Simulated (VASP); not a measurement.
# TiO (P6_3/mmc) in VASP: further runs

Runs on TiO. Level: r2SCAN. Tasks: single point.

Everything below comes from runs of VASP 6.6.1. Logs are shortened: lines on timing, memory, paths and dates and some standing lists are left out, and cuts for length are marked.

### 1 The cell of the first run

The structure is hexagonal, space group P6_3/mmc (No. 194). Conventional cell: a = 2.852 Å, b = 2.852 Å, c = 5.568 Å, α = 90.00°, β = 90.00°, γ = 120.00°. Ti (site symmetry -6m2) has 6 O at 2.16 Å and 6 Ti at 2.85 Å within 2.9 Å. O (site symmetry -3m) has 6 Ti at 2.16 Å and 8 O at 2.78 to 2.85 Å within 2.9 Å.

### 2 Single point, r2SCAN

Contents of POSCAR:

```
TiO
1.0
    2.8516080131      0.0000000000      0.0000000000
   -1.4258040066      2.4695649810      0.0000000000
    0.0000000000      0.0000000000      5.5675030000
Ti O
2 2
Direct
    0.3333333333      0.6666666667      0.2500000000
    0.6666666667      0.3333333333      0.7500000000
    0.0000000000      0.0000000000      0.0000000000
    0.0000000000      0.0000000000      0.5000000000
```

Contents of INCAR.step1:

```
SYSTEM = TiO
ALGO = Normal
EDIFF = 1E-4
ENCUT = 520
GGA = PE
ISMEAR = 0
ISYM = 0
LASPH = .True.
LCHARG = .False.
LREAL = .False.
LWAVE = .True.
NBANDS = 26
NELM = 60
PREC = Accurate
SIGMA = 0.1
```

Contents of INCAR.step2:

```
SYSTEM = TiO
ALGO = Normal
EDIFF = 1E-6
ENCUT = 520
ISIF = 2
ISMEAR = 0
ISTART = 1
ISYM = 0
LASPH = .True.
LCHARG = .True.
LELF = .True.
LMIXTAU = .True.
LREAL = .False.
LVHAR = .True.
LWAVE = .False.
METAGGA = R2SCAN
NBANDS = 26
NELM = 60
PREC = Accurate
SIGMA = 0.1
```

Contents of KPOINTS:

```
Automatic mesh
0
Gamma
  6 6 4
  0.5 0.5 0.5
```

Potentials or basis: VASP PAW PBE potentials, release 64 (Ti_sv, O).

Command:

```sh
$ cat potpaw_PBE.64/Ti_sv/POTCAR potpaw_PBE.64/O/POTCAR > POTCAR
$ cp INCAR.step1 INCAR
$ mpirun -np 1 vasp_std > vasp.out
$ cp INCAR.step2 INCAR
$ mpirun -np 1 vasp_std > vasp.out
```

OUTCAR:

```text
SYSTEM = TiO
   EDIFF = 1E-6
   ENCUT = 520
   ISIF = 2
   ISMEAR = 0
   ISTART = 1
   ISYM = 0
   LASPH = .True.
   LREAL = .False.
   METAGGA = R2SCAN
   NELM = 60
   PREC = Accurate

 ion  position               nearest neighbor table
   1  0.333  0.667  0.250-   3 2.16   4 2.16   3 2.16   4 2.16   3 2.16   4 2.16
   2  0.667  0.333  0.750-   3 2.16   4 2.16   3 2.16   4 2.16   3 2.16   4 2.16
   3  0.000  0.000  0.000-   1 2.16   2 2.16   2 2.16   1 2.16   2 2.16   1 2.16
   4  0.000  0.000  0.500-   1 2.16   2 2.16   2 2.16   1 2.16   2 2.16   1 2.16

IMPORTANT INFORMATION: All symmetrisations will be switched off!
NOSYMM: (Re-)initialisation of all symmetry stuff for point group C_1.

----------------------------------------------------------------------------------------

                                     Primitive cell

  volume of cell :      39.2076

  direct lattice vectors                    reciprocal lattice vectors
     2.851608013  0.000000000  0.000000000     0.350679334  0.202464808  0.000000000
    -1.425804007  2.469564981  0.000000000     0.000000000  0.404929616  0.000000000
     0.000000000  0.000000000  5.567503000     0.000000000  0.000000000  0.179613733

  length of vectors
     2.851608013  2.851608013  5.567503000     0.404929616  0.404929616  0.179613733

  position of ions in fractional coordinates (direct lattice)
     0.333333333  0.666666667  0.250000000
     0.666666667  0.333333333  0.750000000
     0.000000000  0.000000000  0.000000000
     0.000000000  0.000000000  0.500000000

  ion indices of the primitive-cell ions
   primitive index   ion index
                 1           1
                 2           2
                 3           3
                 4           4

----------------------------------------------------------------------------------------

 KPOINTS: Automatic mesh

Automatic generation of k-mesh.
 Grid dimensions read from file:
 generate k-points for:    6    6    4

 Generating k-lattice:

  Cartesian coordinates                     Fractional coordinates (reciprocal lattice)
     0.058446556  0.033744135  0.000000000     0.166666667  0.000000000  0.000000000
     0.000000000  0.067488269  0.000000000     0.000000000  0.166666667  0.000000000
     0.000000000  0.000000000  0.044903433     0.000000000  0.000000000  0.250000000

  Length of vectors
     0.067488269  0.067488269  0.044903433

  Shift w.r.t. Gamma in fractional coordinates (k-lattice)
     0.500000000  0.500000000  0.500000000

 Subroutine IBZKPT returns following result:
 ===========================================

 Found    216 irreducible k-points:

 Following reciprocal coordinates:
            Coordinates               Weight
  0.083333  0.083333  0.125000      2.000000
 -0.083333  0.166667  0.125000      2.000000
 -0.166667  0.083333  0.125000      2.000000
 -0.083333 -0.083333  0.125000      2.000000
  0.083333 -0.166667  0.125000      2.000000
  0.166667 -0.083333  0.125000      2.000000
[... 16 lines left out ...]
  0.083333  0.500000  0.125000      2.000000
  0.500000 -0.416667  0.125000      2.000000
 [... further k-points ...]
   k-points           NKPTS =    216   k-points in BZ     NKDIM =    216   number of bands    NBANDS=     26
   number of dos      NEDOS =    301   number of ions     NIONS =      4
   total plane-waves  NPLWV =  24192
   dimension x,y,z NGX =    24 NGY =   24 NGZ =   42
   dimension x,y,z NGXF=    48 NGYF=   48 NGZF=   84
   ions per type =               2   2
   NGX,Y,Z   is equivalent  to a cutoff of  13.99, 13.99, 12.54 a.u.
   NGXF,Y,Z  is equivalent  to a cutoff of  27.98, 27.98, 25.08 a.u.
 SYSTEM =  TiO
   PREC   = accura    normal or accurate (medium, high low for compatibility)
   ISTART =      1    job   : 0-new  1-cont  2-samecut
   ICHARG =      0    charge: 1-file 2-atom 10-const
   ISPIN  =      1    spin polarized calculation?
   LNONCOLLINEAR =      F non collinear calculations
   LSORBIT =      F    spin-orbit coupling
   LASPH  =      T    aspherical Exc in radial PAW
   ENCUT  =  520.0 eV  38.22 Ry    6.18 a.u.   5.30  5.30 10.35*2*pi/ulx,y,z
   NELM   =     60;   NELMIN=  2; NELMDL=  0     # of ELM steps
   EDIFF  = 0.1E-05   stopping-criterion for ELM
   LREAL  =      F    real-space projection
   EDIFFG = 0.1E-04   stopping-criterion for IOM
   NSW    =      0    number of steps for IOM
   IBRION =     -1    ionic relax: 0-MD 1-quasi-New 2-CG
   NFREE  =      0    steps in history (QN), initial steepest desc. (CG)
   ISIF   =      2    stress and relaxation
   ISYM   =      0    0-nonsym 1-usesym 2-fastsym
   POTIM  = 0.5000    time-step for ionic-motion
   TEBEG  =    0.0;   TEEND  =   0.0 temperature during run
   PSTRESS=    0.0 pullay stress
   NELECT =      36.0000    total number of electrons
   NUPDOWN=      -1.0000    fix difference up-down
   EMIN   =  10.00;   EMAX   =-10.00  energy-range for DOS
   EFERMI =   0.00;   METHOD = LEGACY
   ISMEAR =     0;   SIGMA  =   0.10  broadening in eV -4-tet -1-fermi 0-gaus
   EFERMI_NEDOS =   21; number of points for ismear=-14 and -15
   IALGO  =     38    algorithm
   IMIX   =      4    mixing-type and parameters
     AMIX     =   0.40;   BMIX     =  1.00
     AMIX_MAG =   1.60;   BMIX_MAG =  1.00
  volume/ion in A,a.u.               =       9.80        66.15
  Fermi-wavevector in a.u.,A,eV,Ry     =   1.591178  3.006890 34.447873  2.531847
  Thomas-Fermi vector in A             =   2.689758
   LORBIT       =      0    0 simple, 1 ext, 2 COOP (PROOUT), +10 PAW based schemes
   METAGGA = R2SCAN    functional components
   LHFCALC =     F    Hartree Fock is set to
   AEXX    =    0.0000 exact exchange contribution
   IVDW    =     0    specifies the selected vdW correction
   LEPSILON=     F    determine dielectric tensor
   LRPA    =     F    only Hartree local field effects (RPA)
 non-spin polarized calculation
 Gauss-broadening in eV      SIGMA  =   0.10
  energy-cutoff  :      520.00
  volume of cell :       39.21
 maximum number of plane-waves:      1061
 NGX is ok and might be reduce to    24
   NGX = 11   NGY = 11   NGZ = 21

 number of electron      35.9999991 magnetization

 Free energy of the ion-electron system (eV)
  ---------------------------------------------------
  ext. energy  EPLUGINS =         0.00000000
  ---------------------------------------------------
  free energy    TOTEN  =       -48.64255157 eV

  energy without entropy =      -48.64180704  energy(sigma->0) =      -48.64217930

 E-fermi :  11.3369     XC(G=0): -13.5919

 val. band max:       11.1990195048   @ k =   0.4167   0.4167   0.1250
 cond. band min:      11.4607614408   @ k =   0.0833  -0.0000   0.1250
 fundamental gap:      0.2617419360
 Fermi energy:        11.3368683783

 k-point     1 :       0.0833    0.0833    0.1250
  band No.  band energies     occupation
      1     -48.8227      2.00000
      2     -48.7871      2.00000
      3     -24.4530      2.00000
      4     -24.0593      2.00000
      5     -23.8255      2.00000
      6     -23.8155      2.00000
[... 18 lines left out ...]
     25      13.8998      0.00000
     26      14.3173      0.00000

 k-point     2 :      -0.0833    0.1667    0.1250
  band No.  band energies     occupation
      1     -48.8227      2.00000
      2     -48.7871      2.00000
      3     -24.4530      2.00000
      4     -24.0593      2.00000
      5     -23.8255      2.00000
      6     -23.8155      2.00000
[... 18 lines left out ...]
     25      13.8998      0.00000
     26      14.3173      0.00000

 k-point     3 :      -0.1667    0.0833    0.1250
  band No.  band energies     occupation
      1     -48.8227      2.00000
      2     -48.7871      2.00000
      3     -24.4530      2.00000
      4     -24.0593      2.00000
      5     -23.8255      2.00000
      6     -23.8155      2.00000
[... 18 lines left out ...]
     25      13.8998      0.00000
     26      14.3173      0.00000

 k-point     4 :      -0.0833   -0.0833    0.1250
  band No.  band energies     occupation
      1     -48.8227      2.00000
      2     -48.7871      2.00000
      3     -24.4530      2.00000
      4     -24.0593      2.00000
      5     -23.8255      2.00000
      6     -23.8155      2.00000
[... 18 lines left out ...]
     25      13.8998      0.00000
     26      14.3173      0.00000

 k-point     5 :       0.0833   -0.1667    0.1250
  band No.  band energies     occupation
      1     -48.8227      2.00000
      2     -48.7871      2.00000
      3     -24.4530      2.00000
      4     -24.0593      2.00000
      5     -23.8255      2.00000
      6     -23.8155      2.00000
[... 18 lines left out ...]
     25      13.8998      0.00000
     26      14.3173      0.00000

 k-point     6 :       0.1667   -0.0833    0.1250
  band No.  band energies     occupation
      1     -48.8227      2.00000
      2     -48.7871      2.00000
      3     -24.4530      2.00000
      4     -24.0593      2.00000
      5     -23.8255      2.00000
      6     -23.8155      2.00000
[... 427 lines left out ...]
 k-point    21 :       0.5000    0.4167    0.1250
  band No.  band energies     occupation
      1     -48.7190      2.00000
      2     -48.7072      2.00000
      3     -24.4412      2.00000
      4     -24.3265      2.00000
      5     -24.1476      2.00000
      6     -24.0444      2.00000
[... 18 lines left out ...]
     25      14.9667      0.00000
     26      15.0102      0.00000

 k-point    22 :      -0.4167   -0.0833    0.1250
  band No.  band energies     occupation
      1     -48.7190      2.00000
      2     -48.7072      2.00000
      3     -24.4412      2.00000
      4     -24.3265      2.00000
      5     -24.1476      2.00000
      6     -24.0444      2.00000
[... 18 lines left out ...]
     25      14.9667      0.00000
     26      15.0102      0.00000

 k-point    23 :       0.0833    0.5000    0.1250
  band No.  band energies     occupation
      1     -48.7190      2.00000
      2     -48.7072      2.00000
      3     -24.4412      2.00000
      4     -24.3265      2.00000
      5     -24.1476      2.00000
      6     -24.0444      2.00000
[... 18 lines left out ...]
     25      14.9667      0.00000
     26      15.0102      0.00000

 k-point    24 :       0.5000   -0.4167    0.1250
  band No.  band energies     occupation
      1     -48.7190      2.00000
      2     -48.7072      2.00000
      3     -24.4412      2.00000
      4     -24.3265      2.00000
      5     -24.1476      2.00000
      6     -24.0444      2.00000
[... 18 lines left out ...]
     25      14.9667      0.00000
     26      15.0102      0.00000

 [... further k-points ...]
[... 5 lines left out ...]
  --------------------------------------------------------------------------------------
  -------------------------------------------------------------------------------------
  Total       -1.0220602     -1.0222317     -0.6120016     -0.0001533     -0.0000026     -0.0000023
  in kB      -41.7653701    -41.7723758    -25.0087752     -0.0062629     -0.0001062     -0.0000947
  external PRESSURE =     -36.1821737 kB  Pullay stress =       0.0000000 kB

 VOLUME and BASIS-vectors are now :
 -----------------------------------------------------------------------------
  energy-cutoff  :      520.00
  volume of cell :       39.21
      direct lattice vectors                 reciprocal lattice vectors
     2.851608013  0.000000000  0.000000000     0.350679334  0.202464808  0.000000000
    -1.425804007  2.469564981  0.000000000     0.000000000  0.404929616  0.000000000
     0.000000000  0.000000000  5.567503000     0.000000000  0.000000000  0.179613733

 POSITION                                       TOTAL-FORCE (eV/Angst)
 -----------------------------------------------------------------------------------
     -0.00000      1.64638      1.39188         0.000020     -0.000013      0.000004
      1.42580      0.82319      4.17563        -0.000020      0.000013     -0.000003
      0.00000      0.00000      0.00000        -0.000000      0.000000      0.000005
      0.00000      0.00000      2.78375        -0.000000      0.000000     -0.000005
 -----------------------------------------------------------------------------------
    total drift:                                0.000001     -0.000001      0.000000

  FREE ENERGIE OF THE ION-ELECTRON SYSTEM (eV)
  ---------------------------------------------------
  free  energy   TOTEN  =       -48.6425515667 eV

  energy  without entropy=      -48.6418070350  energy(sigma->0) =      -48.64217930
```

Run time: 6.5 min. Hardware: 1 thread of Intel Xeon Platinum 8559C (Emerald Rapids), shared host; peak memory 0.3 GiB.

Results:

- Free energy: -48.6426 eV
- Pressure: -3.6 GPa
- Band gap on the k mesh: 0.26 eV, indirect (least direct gap 0.88 eV)

Levels at points of the mesh, in eV from the valence-band top:
| k point | band 14 | band 15 | band 16 | band 17 | band 18 | band 19 | band 20 | band 21 | band 22 | band 23 |
| --- | --- | --- | --- | --- | --- | --- | --- | --- | --- | --- |
| (0.08, 0.08, 0.12) | -6.06 | -5.92 | -5.66 | -1.36 | -1.11 | 0.56 | 1.13 | 1.53 | 1.56 | 1.83 |

Caveat: the PAW data sets were made with another functional, which shifts forces and pressure a little. A k mesh can miss the band edges.

[end of part 1 of 2]
